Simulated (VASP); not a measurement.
Runs of VASP 6.6.1 on Si3B4. The structure is that of space group P6_3/m (No. 176), or close to it. The cells are those of the table. 

| task | cell | k mesh | cutoff (eV) | smearing | gap on the mesh (eV) | pressure (GPa) | largest force (eV/Å) |
| --- | --- | --- | --- | --- | --- | --- | --- |
| single point | a = 3.411, b = 7.819, c = 7.819 Å, angles 120.0, 90.0, 90.0°, 14 atoms | 6 × 3 × 3 | 520 | gaussian 0.2 eV | none | 0.0 | 0.07 |
| relaxation of cell and atoms | relaxed from a = 7.650, b = 7.650, c = 2.930 Å, angles 90.0, 90.0, 120.0°, 14 atoms | 3 × 3 × 5 | 600 | gaussian 0.2 eV | none | 0.0 | 0.06 |
| single point | a = 3.411, b = 7.820, c = 7.811 Å, angles 120.0, 90.0, 90.0°, 14 atoms | 6 × 3 × 3 | 520 | gaussian 0.2 eV | none | 0.0 | 0.02 |
| single point | a = 7.647, b = 7.647, c = 3.352 Å, angles 90.0, 90.0, 120.0°, 14 atoms | 6 × 6 × 10 | 520 | gaussian 0.1 eV | none | 8.5 | (a) |

Alike in all rows: level PBE; potentials or basis VASP PAW PBE potentials, release 64 (Si, B); no spin polarisation.

Task: Fill in the values left out.

Result: (a) 0.01.

Caveats: some runs use coarse meshes; the relaxation stopped at a loose force limit of 0.08 eV/Å, so its end isn't a converged minimum (some runs).

A gap of «none» marks levels without a gap at the run's occupations.
